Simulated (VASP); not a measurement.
# RuAu in VASP: a series of runs, part 2 of 2

VASP 6.6.1.

## (3) Single point, PBE (atoms moved at random)

INCAR reads:

```
SYSTEM = RuAu
PREC = Accurate ; ENCUT = 520
EDIFF = 1E-6 ; ISMEAR = -1
SIGMA = 0.05 ; LREAL = .FALSE.
LASPH = .TRUE. ; NELM = 80
ALGO = Fast ; ISIF = 2
LWAVE = .FALSE. ; LCHARG = .FALSE.
GGA = PE ; NBANDS = 20
```

KPOINTS reads:

```
regular mesh
0
G
  8 8 8
  0 0 0
```

POSCAR reads:

```
RuAu
1.0
    3.1648100000      0.0000000000      0.0000000000
    0.0000000000      3.1648100000      0.0000000000
    0.0000000000      0.0000000000      3.1648100000
Ru Au
1 1
Direct
    0.0045850000     -0.0028690000      0.0041200000
    0.4853950000      0.4989660000      0.4970920000
```

Potentials or basis: VASP PAW PBE potentials, release 64 (Ru_pv, Au).

On the command line:

```
$ cat potpaw_PBE.64/Ru_pv/POTCAR potpaw_PBE.64/Au/POTCAR > POTCAR
$ mpirun -np 1 vasp_std > vasp.out
```

OUTCAR:

```text
SYSTEM = RuAu
   PREC = Accurate
   ENCUT = 520
   EDIFF = 1E-6
   ISMEAR = -1
   LREAL = .FALSE.
   LASPH = .TRUE.
   NELM = 80
   ISIF = 2
   GGA = PE

 ion  position               nearest neighbor table
   1  0.005  0.997  0.004-   2 2.69   2 2.70   2 2.72   2 2.72   2 2.76   2 2.77   2 2.79   2 2.79

   2  0.485  0.499  0.497-   1 2.69   1 2.70   1 2.72   1 2.72   1 2.76   1 2.77   1 2.79   1 2.79

  LATTYP: Found a simple cubic cell.
 ALAT       =     3.1648100000

  Lattice vectors:

 A1 = (   3.1648100000,   0.0000000000,   0.0000000000)
 A2 = (   0.0000000000,   3.1648100000,   0.0000000000)
 A3 = (   0.0000000000,   0.0000000000,   3.1648100000)

Analysis of symmetry for initial positions (statically):
=====================================================================
 Subroutine PRICEL returns:
 Original cell was already a primitive cell.

 Routine SETGRP: Setting up the symmetry group for a
 simple cubic supercell.

 Subroutine GETGRP returns: Found  1 space group operations
 (whereof  1 operations were pure point group operations)
 out of a pool of 48 trial point group operations.

The static configuration has the point symmetry C_1 .

Analysis of symmetry for dynamics (positions and initial velocities):
=====================================================================
 Subroutine PRICEL returns:
 Original cell was already a primitive cell.

 Routine SETGRP: Setting up the symmetry group for a
 simple cubic supercell.

 Subroutine GETGRP returns: Found  1 space group operations
 (whereof  1 operations were pure point group operations)
 out of a pool of 48 trial point group operations.

The dynamic configuration has the point symmetry C_1 .

 Subroutine INISYM returns: Found  1 space group operations
 (whereof  1 operations are pure point group operations),
 and found     1 'primitive' translations

[... 101 lines left out ...]
   ISYM   =      2    0-nonsym 1-usesym 2-fastsym
   POTIM  = 0.5000    time-step for ionic-motion
   TEBEG  =    0.0;   TEEND  =   0.0 temperature during run
   PSTRESS=    0.0 pullay stress
   NELECT =      25.0000    total number of electrons
   NUPDOWN=      -1.0000    fix difference up-down
   EMIN   =  10.00;   EMAX   =-10.00  energy-range for DOS
   EFERMI =   0.00;   METHOD = LEGACY
   ISMEAR =    -1;   SIGMA  =   0.05  broadening in eV -4-tet -1-fermi 0-gaus
   EFERMI_NEDOS =   21; number of points for ismear=-14 and -15
   IALGO  =     68    algorithm
   IMIX   =      4    mixing-type and parameters
     AMIX     =   0.40;   BMIX     =  1.00
     AMIX_MAG =   1.60;   BMIX_MAG =  1.00
  volume/ion in A,a.u.               =      15.85       106.96
  Fermi-wavevector in a.u.,A,eV,Ry     =   1.512541  2.858288 31.127146  2.287781
  Thomas-Fermi vector in A             =   2.622452
   LORBIT       =      0    0 simple, 1 ext, 2 COOP (PROOUT), +10 PAW based schemes
   GGA     = PE    functional components
   LHFCALC =     F    Hartree Fock is set to
   AEXX    =    0.0000 exact exchange contribution
   IVDW    =     0    specifies the selected vdW correction
   LEPSILON=     F    determine dielectric tensor
   LRPA    =     F    only Hartree local field effects (RPA)
 non-spin polarized calculation
 RMM-DIIS sequential band-by-band and
  energy-cutoff  :      520.00
  volume of cell :       31.70
 maximum number of plane-waves:       876
   NGX = 11   NGY = 11   NGZ = 11

 number of electron      24.9999998 magnetization

 Free energy of the ion-electron system (eV)
  ---------------------------------------------------
  ext. energy  EPLUGINS =         0.00000000
  ---------------------------------------------------
  free energy    TOTEN  =       -11.23242537 eV

  energy without entropy =      -11.20664721  energy(sigma->0) =      -11.21953629

 E-fermi :  10.3875     XC(G=0): -13.1643

 val. band max:       10.3866694816   @ k =  -0.1250   0.0000   0.3750
 cond. band min:      10.3888528319   @ k =  -0.3750   0.0000   0.1250
 fundamental gap:      0.0021833503
 Fermi energy:        10.3875082142

 k-point     1 :       0.0000    0.0000    0.0000
  band No.  band energies     occupation
      1     -32.1081      2.00000
      2     -32.1072      2.00000
      3     -32.1058      2.00000
      4       1.4595      2.00000
      5       3.8288      2.00000
      6       3.8425      2.00000
[... 541 lines left out ...]
     19      26.1512      0.00000
     20      26.5761      0.00000

 [... further k-points ...]
[... 5 lines left out ...]
  --------------------------------------------------------------------------------------
  -------------------------------------------------------------------------------------
  Total        0.0533692      0.1108352      0.1035909     -0.0125089     -0.0045646      0.0479909
  in kB        2.6974809      5.6020295      5.2358730     -0.6322458     -0.2307121      2.4256387
  external PRESSURE =       4.5117945 kB  Pullay stress =       0.0000000 kB

 VOLUME and BASIS-vectors are now :
 -----------------------------------------------------------------------------
  energy-cutoff  :      520.00
  volume of cell :       31.70
      direct lattice vectors                 reciprocal lattice vectors
     3.164810000  0.000000000  0.000000000     0.315974735  0.000000000  0.000000000
     0.000000000  3.164810000  0.000000000     0.000000000  0.315974735  0.000000000
     0.000000000  0.000000000  3.164810000     0.000000000  0.000000000  0.315974735

 POSITION                                       TOTAL-FORCE (eV/Angst)
 -----------------------------------------------------------------------------------
      0.01451      3.15573      0.01304        -0.515353      0.049948     -0.191172
      1.53618      1.57913      1.57320         0.515353     -0.049948      0.191172
 -----------------------------------------------------------------------------------
    total drift:                                0.000929     -0.000205      0.000474

  FREE ENERGIE OF THE ION-ELECTRON SYSTEM (eV)
  ---------------------------------------------------
  free  energy   TOTEN  =       -11.2324253692 eV

  energy  without entropy=      -11.2066472114  energy(sigma->0) =      -11.21953629
```

OSZICAR:

```text
N       E                     dE             d eps       ncg     rms          rms(c)
DAV:   1     0.201929275171E+03    0.20193E+03   -0.13888E+04 10408   0.124E+03
DAV:   2    -0.824443062202E+01   -0.21017E+03   -0.20426E+03 11036   0.350E+02
DAV:   3    -0.122658940676E+02   -0.40215E+01   -0.39949E+01 12292   0.514E+01
DAV:   4    -0.122855182475E+02   -0.19624E-01   -0.19610E-01 11536   0.382E+00
DAV:   5    -0.122857105989E+02   -0.19235E-03   -0.19234E-03 11936   0.373E-01    0.134E+01
RMM:   6    -0.113182094989E+02    0.96750E+00   -0.19685E+00 10462   0.998E+00    0.747E+00
RMM:   7    -0.112812939006E+02    0.36916E-01   -0.28576E-01 10896   0.405E+00    0.341E+00
RMM:   8    -0.112371759528E+02    0.44118E-01   -0.74500E-02 11007   0.200E+00    0.260E+00
RMM:   9    -0.112326932927E+02    0.44827E-02   -0.80360E-03 11332   0.705E-01    0.406E-01
RMM:  10    -0.112324095378E+02    0.28375E-03   -0.11902E-03 11904   0.262E-01    0.956E-02
RMM:  11    -0.112324224736E+02   -0.12936E-04   -0.16770E-04 12115   0.799E-02    0.445E-02
RMM:  12    -0.112324249395E+02   -0.24658E-05   -0.30562E-05 11398   0.323E-02    0.953E-03
RMM:  13    -0.112324253692E+02   -0.42970E-06   -0.56727E-06  9695   0.136E-02
   1 F= -.11232425E+02 E0= -.11219536E+02  d E =-.257782E-01
```

stdout:

```text
POSCAR found type information on POSCAR RuAu
 POSCAR found :  2 types and       2 ions
 scaLAPACK will be used
 LDA part: xc-table for (Slater+PW92), standard interpolation
 POSCAR, INCAR and KPOINTS ok, starting setup
 FFT: planning ... GRIDC
 FFT: planning ... GRID_SOFT
 FFT: planning ... GRID
 WAVECAR not read
 entering main loop
```

Wall time 37 s (1 thread of Intel Xeon 6975P-C (Granite Rapids), shared host); peak memory 0.27 GiB.

Results:

```yaml
Free_energy: -11.2324 eV
Pressure: 0.5 GPa
Largest_force: 0.552 eV/Å
```

Forces in eV/Å, atoms in the order of the input:
```
Ru  -0.515  0.050 -0.191
Au   0.515 -0.050  0.191
```

Stress tensor (GPa, compression positive):
```
 0.27 -0.06  0.24
-0.06  0.56 -0.02
 0.24 -0.02  0.52
```

Caveat: the cell differs from its parent crystal (atoms moved at random); spin-orbit coupling is left out, which moves the levels of the heavy elements.

## (4) Single point, PBE

This run uses another cell than the first one, of 14.90 Å³/atom, 0.959 times its volume.

INCAR reads:

```
SYSTEM = RuAu
PREC = Accurate ; ENCUT = 520
EDIFF = 1E-7 ; ISMEAR = -1
SIGMA = 0.05 ; LREAL = .False.
LASPH = .True. ; NELM = 60
ALGO = Fast ; ISIF = 2
LWAVE = .False. ; LCHARG = .False.
GGA = PE ; NBANDS = 20
```

KPOINTS reads:

```
Automatic mesh
0
Gamma
  8 8 8
  0 0 0
```

POSCAR reads:

```
RuAu
1.0
    3.1002039127      0.0000000000      0.0000000000
    0.0000000000      3.1002039127      0.0000000000
    0.0000000000      0.0000000000      3.1002039127
Ru Au
1 1
Direct
    0.0000000000      0.0000000000      0.0000000000
    0.5000000000      0.5000000000      0.5000000000
```

On the command line:

```
$ cat potpaw_PBE.64/Ru_pv/POTCAR potpaw_PBE.64/Au/POTCAR > POTCAR
$ mpirun -np 1 vasp_std > vasp.out
```

Run time: 15 s. Hardware: 1 thread of Intel Xeon Platinum 8259CL at 2.50GHz (Skylake/Cascade Lake), shared host; peak memory 0.15 GiB.

The run converged. Its results:

```yaml
Free_energy: -11.1630 eV
Pressure: 15.3 GPa
```

Levels at points of the mesh, in eV from the Fermi level:
| k point | band 8 | band 9 | band 10 | band 11 | band 12 | band 13 | band 14 | band 15 | band 16 | band 17 |
| --- | --- | --- | --- | --- | --- | --- | --- | --- | --- | --- |
| (0.00, 0.00, 0.00) | -4.61 | -4.61 | -1.24 | -1.24 | 0.61 | 0.61 | 0.61 | 7.81 | 7.81 | 7.81 |
| (0.50, 0.00, 0.00) | -4.70 | -3.85 | -3.20 | -1.89 | -1.89 | -1.77 | -0.58 | 1.52 | 11.22 | 14.69 |
| (0.50, 0.50, 0.00) | -2.90 | -2.43 | -0.85 | 0.10 | 0.10 | 0.48 | 0.92 | 0.92 | 6.12 | 8.52 |
| (0.50, 0.50, 0.50) | -3.88 | -3.88 | -2.84 | -2.84 | 0.56 | 0.56 | 3.65 | 9.08 | 9.27 | 9.27 |

Caveat: spin-orbit coupling is left out, which moves the levels of the heavy elements.

## (5) The runs side by side

```csv
cell,gap on the mesh (eV),pressure (GPa)
"a = 3.144 Å, 2 atoms",none,4.6
"a = 3.165 Å, 2 atoms",none,0.5
"a = 3.100 Å, 2 atoms",none,15.3
```

Alike in all rows: task single point; level PBE; potentials or basis VASP PAW PBE potentials, release 64 (Ru_pv, Au); no spin polarisation; k mesh 8 × 8 × 8; cutoff (eV) 520; smearing fermi-dirac 0.05 eV.

Caveats: spin-orbit coupling is left out, which moves the levels of the heavy elements.

Absolute energies hang on the potentials; compare differences alone.
